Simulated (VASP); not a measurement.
# SnTe (I4mm) in VASP: further runs

Runs on SnTe. Level: PBE. Tasks: single point.

Program: VASP 6.6.1. These are calculated values, not measurements. Logs are shortened: lines on timing, memory, paths and dates and some standing lists are left out, and cuts for length are marked.

### 1 The cell of the first run

It takes space group I4mm (No. 107, tetragonal). The conventional cell has a = 4.458 Å, b = 4.458 Å, c = 6.305 Å, α = 90.00°, β = 90.00°, γ = 90.00°. Within 4.1 Å of Sn (site symmetry 4mm) lie 6 Te at 3.12 to 3.19 Å. Te (site symmetry 4mm) has 6 Sn at 3.12 to 3.19 Å within 4.1 Å.

### 2 Single point, PBE (the cell strained)

INCAR reads:

```
SYSTEM = SnTe
PREC = Accurate ; ENCUT = 520
EDIFF = 1E-6 ; ISMEAR = 0
SIGMA = 0.03 ; LREAL = .FALSE.
LASPH = .TRUE. ; NELM = 60
ALGO = Normal ; ISIF = 2
LWAVE = .FALSE. ; LCHARG = .FALSE.
GGA = PE ; NBANDS = 17
```

KPOINTS reads:

```
regular mesh
0
G
  10 10 10
  0 0 0
```

POSCAR reads:

```
SnTe
1.0
    0.0000000000      3.1526270851      3.1526270851
    3.1526270851      0.0000000000      3.1526270851
    3.1526270851      3.1526270851      0.0000000000
Sn Te
1 1
Direct
    0.0028694672     -0.0028694672     -0.0028694672
    0.4973304510      0.5026695490      0.5026695490
```

Potentials or basis: VASP PAW PBE potentials, release 64 (Sn_d, Te).

Launch:

```console
$ cat potpaw_PBE.64/Sn_d/POTCAR potpaw_PBE.64/Te/POTCAR > POTCAR
$ mpirun -np 1 vasp_std > vasp.out
```

OUTCAR:

```text
SYSTEM = SnTe
   PREC = Accurate
   ENCUT = 520
   EDIFF = 1E-6
   ISMEAR = 0
   LREAL = .FALSE.
   LASPH = .TRUE.
   NELM = 60
   ISIF = 2
   GGA = PE

 ion  position               nearest neighbor table
   1  0.003  0.997  0.997-   2 3.12   2 3.15   2 3.15   2 3.15   2 3.15   2 3.19
   2  0.497  0.503  0.503-   1 3.12   1 3.15   1 3.15   1 3.15   1 3.15   1 3.19

  LATTYP: Found a face centered cubic cell.
 ALAT       =     6.3052541702

  Lattice vectors:

 A1 = (   0.0000000000,   3.1526270851,   3.1526270851)
 A2 = (   3.1526270851,   0.0000000000,   3.1526270851)
 A3 = (   3.1526270851,   3.1526270851,   0.0000000000)

Analysis of symmetry for initial positions (statically):
=====================================================================
 Subroutine PRICEL returns:
 Original cell was already a primitive cell.

 Routine SETGRP: Setting up the symmetry group for a
 face centered cubic supercell.

 Subroutine GETGRP returns: Found  8 space group operations
 (whereof  8 operations were pure point group operations)
 out of a pool of 48 trial point group operations.

The static configuration has the point symmetry C_4v.

Analysis of symmetry for dynamics (positions and initial velocities):
=====================================================================
 Subroutine PRICEL returns:
 Original cell was already a primitive cell.

 Routine SETGRP: Setting up the symmetry group for a
 face centered cubic supercell.

 Subroutine GETGRP returns: Found  8 space group operations
 (whereof  8 operations were pure point group operations)
 out of a pool of 48 trial point group operations.

The dynamic configuration has the point symmetry C_4v.

 Subroutine INISYM returns: Found  8 space group operations
 (whereof  8 operations are pure point group operations),
 and found     1 'primitive' translations

----------------------------------------------------------------------------------------

                                     Primitive cell

  volume of cell :      62.6683

  direct lattice vectors                    reciprocal lattice vectors
     0.000000000  3.152627085  3.152627085    -0.158597889  0.158597889  0.158597889
     3.152627085  0.000000000  3.152627085     0.158597889 -0.158597889  0.158597889
     3.152627085  3.152627085  0.000000000     0.158597889  0.158597889 -0.158597889

  length of vectors
     4.458487981  4.458487981  4.458487981     0.274699601  0.274699601  0.274699601

  position of ions in fractional coordinates (direct lattice)
     0.002869467  0.997130533  0.997130533
     0.497330451  0.502669549  0.502669549

[... 78 lines left out ...]
   EDIFFG = 0.1E-04   stopping-criterion for IOM
   NSW    =      0    number of steps for IOM
   IBRION =     -1    ionic relax: 0-MD 1-quasi-New 2-CG
   NFREE  =      0    steps in history (QN), initial steepest desc. (CG)
   ISIF   =      2    stress and relaxation
   ISYM   =      2    0-nonsym 1-usesym 2-fastsym
   POTIM  = 0.5000    time-step for ionic-motion
   TEBEG  =    0.0;   TEEND  =   0.0 temperature during run
   PSTRESS=    0.0 pullay stress
   NELECT =      20.0000    total number of electrons
   NUPDOWN=      -1.0000    fix difference up-down
   EMIN   =  10.00;   EMAX   =-10.00  energy-range for DOS
   EFERMI =   0.00;   METHOD = LEGACY
   ISMEAR =     0;   SIGMA  =   0.03  broadening in eV -4-tet -1-fermi 0-gaus
   EFERMI_NEDOS =   21; number of points for ismear=-14 and -15
   IALGO  =     38    algorithm
   IMIX   =      4    mixing-type and parameters
     AMIX     =   0.40;   BMIX     =  1.00
     AMIX_MAG =   1.60;   BMIX_MAG =  1.00
  volume/ion in A,a.u.               =      31.33       211.45
  Fermi-wavevector in a.u.,A,eV,Ry     =   1.118756  2.114143 17.029270  1.251616
  Thomas-Fermi vector in A             =   2.255390
   LORBIT       =      0    0 simple, 1 ext, 2 COOP (PROOUT), +10 PAW based schemes
   GGA     = PE    functional components
   LHFCALC =     F    Hartree Fock is set to
   AEXX    =    0.0000 exact exchange contribution
   IVDW    =     0    specifies the selected vdW correction
   LEPSILON=     F    determine dielectric tensor
   LRPA    =     F    only Hartree local field effects (RPA)
 non-spin polarized calculation
 Gauss-broadening in eV      SIGMA  =   0.03
  energy-cutoff  :      520.00
  volume of cell :       62.67
 maximum number of plane-waves:      1705
 NGX is ok and might be reduce to    36
   NGX = 17   NGY = 17   NGZ = 17

 number of electron      19.9999999 magnetization

 Free energy of the ion-electron system (eV)
  ---------------------------------------------------
  ext. energy  EPLUGINS =         0.00000000
  ---------------------------------------------------
  free energy    TOTEN  =        -7.54393235 eV

  energy without entropy =       -7.54393058  energy(sigma->0) =       -7.54393146

 E-fermi :   6.9956     XC(G=0):  -9.4863

 val. band max:        6.9331504816   @ k =   0.5000   0.0000   0.0000
 cond. band min:       7.0580801281   @ k =   0.5000   0.0000   0.0000
 fundamental gap:      0.1249296465
 Fermi energy:         6.9956153040

 k-point     1 :       0.0000    0.0000    0.0000
  band No.  band energies     occupation
      1     -14.9632      2.00000
      2     -14.9630      2.00000
      3     -14.9575      2.00000
      4     -14.9573      2.00000
      5     -14.9573      2.00000
      6      -5.8563      2.00000
[... 457 lines left out ...]
      4     -14.9563      2.00000
      5     -14.9555      2.00000
      6      -5.6344      2.00000
[... 9 lines left out ...]
     16      12.7435      0.00000
     17      14.2953      0.00000

 [... further k-points ...]

------------------------ aborting loop because EDIFF is reached ----------------------------------------

  FORCE on cell =-STRESS in cart. coord.  units (eV):
  Direction    XX          YY          ZZ          XY          YZ          ZX
  --------------------------------------------------------------------------------------
  -------------------------------------------------------------------------------------
  Total        0.8500768      0.8369732      0.8369732      0.0000000     -0.0000000     -0.0000000
  in kB       21.7330621     21.3980561     21.3980561      0.0000000     -0.0000000     -0.0000000
  external PRESSURE =      21.5097248 kB  Pullay stress =       0.0000000 kB

 VOLUME and BASIS-vectors are now :
 -----------------------------------------------------------------------------
  energy-cutoff  :      520.00
  volume of cell :       62.67
      direct lattice vectors                 reciprocal lattice vectors
     0.000000000  3.152627085  3.152627085    -0.158597889  0.158597889  0.158597889
     3.152627085  0.000000000  3.152627085     0.158597889 -0.158597889  0.158597889
     3.152627085  3.152627085  0.000000000     0.158597889  0.158597889 -0.158597889

 POSITION                                       TOTAL-FORCE (eV/Angst)
 -----------------------------------------------------------------------------------
      6.28716      3.15263      3.15263         0.005796      0.000000      0.000000
      3.16946      3.15263      3.15263        -0.005796      0.000000      0.000000
 -----------------------------------------------------------------------------------
    total drift:                               -0.000116     -0.000000     -0.000000

  FREE ENERGIE OF THE ION-ELECTRON SYSTEM (eV)
  ---------------------------------------------------
  free  energy   TOTEN  =        -7.5439323513 eV

  energy  without entropy=       -7.5439305779  energy(sigma->0) =       -7.54393146
```

OSZICAR:

```text
N       E                     dE             d eps       ncg     rms          rms(c)
DAV:   1     0.124458953837E+03    0.12446E+03   -0.95183E+03  3534   0.136E+03
DAV:   2     0.377876131321E+01   -0.12068E+03   -0.11711E+03  3773   0.326E+02
DAV:   3    -0.726578618064E+01   -0.11045E+02   -0.10907E+02  4313   0.877E+01
DAV:   4    -0.758164322536E+01   -0.31586E+00   -0.31561E+00  4181   0.156E+01
DAV:   5    -0.759384600458E+01   -0.12203E-01   -0.12202E-01  5081   0.297E+00    0.462E+00
DAV:   6    -0.754209662604E+01    0.51749E-01   -0.11944E-01  4585   0.230E+00    0.289E+00
DAV:   7    -0.754356246169E+01   -0.14658E-02   -0.50920E-02  4156   0.109E+00    0.785E-01
DAV:   8    -0.754381638595E+01   -0.25392E-03   -0.70974E-03  4408   0.671E-01    0.175E-01
DAV:   9    -0.754393291412E+01   -0.11653E-03   -0.61603E-04  4815   0.242E-01    0.341E-02
DAV:  10    -0.754392681783E+01    0.60963E-05   -0.10497E-04  4584   0.872E-02    0.161E-02
DAV:  11    -0.754393267788E+01   -0.58600E-05   -0.41064E-05  4279   0.503E-02    0.261E-02
DAV:  12    -0.754393235128E+01    0.32660E-06   -0.24492E-06  4125   0.109E-02
   1 F= -.75439324E+01 E0= -.75439315E+01  d E =-.177337E-05
```

It took 59 s on 1 thread of AMD EPYC 9R45 (Zen 5), shared host; peak memory 0.24 GiB.

What came out:

* Free energy: -7.5439 eV
* Pressure: 2.2 GPa
* Largest force: 0.006 eV/Å
* Band gap on the k mesh: 0.12 eV

Forces on the atoms (eV/Å):
```
Sn   0.006  0.000  0.000
Te  -0.006  0.000  0.000
```

Levels at points of the mesh, in eV from the valence-band top:
| k point | band 6 | band 7 | band 8 | band 9 | band 10 | band 11 | band 12 | band 13 | band 14 | band 15 |
| --- | --- | --- | --- | --- | --- | --- | --- | --- | --- | --- |
| (0.00, 0.00, 0.00) | -12.79 | -4.68 | -2.14 | -2.14 | -2.14 | 3.34 | 3.34 | 3.35 | 4.76 | 4.77 |
| (0.50, 0.00, 0.00) | -11.51 | -8.32 | -1.81 | -1.80 | 0.00 | 0.12 | 0.37 | 0.38 | 7.78 | 8.77 |
| (0.50, 0.50, 0.00) | -11.21 | -6.46 | -5.56 | -3.73 | -3.73 | 2.18 | 4.93 | 4.93 | 6.38 | 9.00 |
| (0.00, 0.50, 0.50) | -11.21 | -6.48 | -5.55 | -3.73 | -3.73 | 2.18 | 4.92 | 4.92 | 6.39 | 9.00 |

Caveat: the cell differs from its parent crystal (the cell strained); semilocal functionals underestimate gaps, and a narrow one can read as zero; spin-orbit coupling is left out, which moves the levels of the heavy elements.

### 3 Single point, PBE (atoms displaced along a vibrational mode, the cell strained)

INCAR reads:

```
PREC = Accurate
ENCUT = 520
EDIFF = 1E-6
ISMEAR = 0
SIGMA = 0.03
LREAL = False
LASPH = True
NELM = 60
ALGO = Normal
ISIF = 2
LWAVE = False
LCHARG = True
GGA = PE
LELF = True
LVHAR = True
NBANDS = 17
```

KPOINTS reads:

```
regular mesh
0
Gamma
  10 10 10
```

POSCAR reads:

```
SnTe
1.0
    0.0000000000      3.1795589142      3.1795589142
    3.1795589142      0.0000000000      3.1795589142
    3.1795589142      3.1795589142      0.0000000000
Sn Te
1 1
Direct
    0.0086084016     -0.0086084016     -0.0086084016
    0.4919913530      0.5080086470      0.5080086470
```

Potentials or basis: VASP PAW PBE potentials, release 64 (Sn_d, Te).

Launch:

```console
$ cat potpaw_PBE.64/Sn_d/POTCAR potpaw_PBE.64/Te/POTCAR > POTCAR
$ mpirun -np 1 vasp_std > vasp.out
```

It took 61 s on 1 thread of AMD EPYC 9R45 (Zen 5), shared host; peak memory 0.25 GiB.

Results (log left out):

```yaml
Free_energy: -7.5599 eV
Pressure: 1.1 GPa
Largest_force: 0.022 eV/Å
Band_gap_on_the_k_mesh: 0.27 eV
```

Forces in eV/Å, atoms in the order of the input:
```
Sn   0.022  0.000  0.000
Te  -0.022  0.000  0.000
```

Stress tensor (GPa, compression positive):
```
1.29 0.00 0.00
0.00 0.99 0.00
0.00 0.00 0.99
```

Levels at points of the mesh, in eV from the valence-band top:
```csv
k point,band 7,band 8,band 9,band 10,band 11,band 12,band 13,band 14
"(0.00, 0.00, 0.00)",-4.68,-2.00,-1.97,-1.97,3.31,3.31,3.41,4.90
"(0.50, 0.00, 0.00)",-8.09,-1.70,-1.65,0.00,0.27,0.52,0.58,7.78
"(0.50, 0.50, 0.00)",-6.35,-5.29,-3.51,-3.51,2.31,4.92,4.95,6.28
"(0.00, 0.50, 0.50)",-6.46,-5.18,-3.52,-3.52,2.38,4.90,4.90,6.31
```

Caveat: the cell differs from its parent crystal (atoms displaced along a vibrational mode, the cell strained); semilocal functionals underestimate gaps, and a narrow one can read as zero; spin-orbit coupling is left out, which moves the levels of the heavy elements.

### 4 Single point, PBE (the cell strained)

INCAR reads:

```
PREC = Accurate
ENCUT = 520
EDIFF = 1E-6
ISMEAR = 0
SIGMA = 0.03
LREAL = F
LASPH = T
NELM = 80
ALGO = Normal
ISIF = 2
LWAVE = F
LCHARG = F
GGA = PE
NBANDS = 17
```

KPOINTS is that of step 3.

POSCAR reads:

```
SnTe
1.0
    0.0000000000      3.1795589142      3.1795589142
    3.1795589142      0.0000000000      3.1795589142
    3.1795589142      3.1795589142      0.0000000000
Sn Te
1 1
Direct
    0.0028694672     -0.0028694672     -0.0028694672
    0.4973304510      0.5026695490      0.5026695490
```

Potentials or basis: VASP PAW PBE potentials, release 64 (Sn_d, Te).

Launch:

```console
$ cat potpaw_PBE.64/Sn_d/POTCAR potpaw_PBE.64/Te/POTCAR > POTCAR
$ mpirun -np 1 vasp_std > vasp.out
```

OUTCAR:

```text
PREC = Accurate
   ENCUT = 520
   EDIFF = 1E-6
   ISMEAR = 0
   LREAL = F
   LASPH = T
   NELM = 80
   ISIF = 2
   GGA = PE

 ion  position               nearest neighbor table
   1  0.003  0.997  0.997-   2 3.14   2 3.18   2 3.18   2 3.18   2 3.18   2 3.21
   2  0.497  0.503  0.503-   1 3.14   1 3.18   1 3.18   1 3.18   1 3.18   1 3.21

  LATTYP: Found a face centered cubic cell.
 ALAT       =     6.3591178284

  Lattice vectors:

[... 665 lines left out ...]

 [... further k-points ...]

------------------------ aborting loop because EDIFF is reached ----------------------------------------

  FORCE on cell =-STRESS in cart. coord.  units (eV):
  Direction    XX          YY          ZZ          XY          YZ          ZX
  --------------------------------------------------------------------------------------
  -------------------------------------------------------------------------------------
  Total        0.3918165      0.3794519      0.3794519      0.0000000     -0.0000000      0.0000000
  in kB        9.7647857      9.4566363      9.4566363      0.0000000     -0.0000000      0.0000000
  external PRESSURE =       9.5593528 kB  Pullay stress =       0.0000000 kB

 VOLUME and BASIS-vectors are now :
 -----------------------------------------------------------------------------
  energy-cutoff  :      520.00
  volume of cell :       64.29
      direct lattice vectors                 reciprocal lattice vectors
     0.000000000  3.179558914  3.179558914    -0.157254517  0.157254517  0.157254517
     3.179558914  0.000000000  3.179558914     0.157254517 -0.157254517  0.157254517
     3.179558914  3.179558914  0.000000000     0.157254517  0.157254517 -0.157254517

 POSITION                                       TOTAL-FORCE (eV/Angst)
 -----------------------------------------------------------------------------------
      6.34087      3.17956      3.17956        -0.005479      0.000000      0.000000
      3.19653      3.17956      3.17956         0.005479      0.000000      0.000000
 -----------------------------------------------------------------------------------
    total drift:                                0.000302      0.000000      0.000000

  FREE ENERGIE OF THE ION-ELECTRON SYSTEM (eV)
  ---------------------------------------------------
  free  energy   TOTEN  =        -7.5602547744 eV

  energy  without entropy=       -7.5602391158  energy(sigma->0) =       -7.56024695
```

stdout:

```text
POSCAR found type information on POSCAR SnTe
 POSCAR found :  2 types and       2 ions
 scaLAPACK will be used
 LDA part: xc-table for (Slater+PW92), standard interpolation
 POSCAR, INCAR and KPOINTS ok, starting setup
 FFT: planning ... GRIDC
 FFT: planning ... GRID_SOFT
 FFT: planning ... GRID
 WAVECAR not read
 entering main loop
```

It took 61 s on 1 thread of AMD EPYC 9R45 (Zen 5), shared host; peak memory 0.25 GiB.

Results:

| Quantity | Value |
| --- | --- |
| Free energy | -7.5603 eV |
| Pressure | 1.0 GPa |
| Largest force | 0.005 eV/Å |
| Band gap on the k mesh | 0.09 eV |

Forces on the atoms (eV/Å):
```
Sn  -0.005  0.000  0.000
Te   0.005  0.000  0.000
```

Levels at points of the mesh, in eV from the valence-band top:
```tsv
k point	band 6	band 7	band 8	band 9	band 10	band 11	band 12	band 13	band 14	band 15
(0.00, 0.00, 0.00)	-12.60	-4.78	-2.07	-2.06	-2.06	3.29	3.29	3.30	4.81	4.81
(0.50, 0.00, 0.00)	-11.39	-8.19	-1.74	-1.74	0.00	0.09	0.42	0.42	7.72	8.68
(0.50, 0.50, 0.00)	-11.11	-6.44	-5.38	-3.61	-3.61	2.28	4.80	4.81	6.19	8.93
(0.00, 0.50, 0.50)	-11.11	-6.46	-5.37	-3.61	-3.61	2.29	4.80	4.80	6.20	8.93
```

Caveat: the cell differs from its parent crystal (the cell strained); semilocal functionals underestimate gaps, and a narrow one can read as zero; spin-orbit coupling is left out, which moves the levels of the heavy elements.

[end of part 1 of 2]
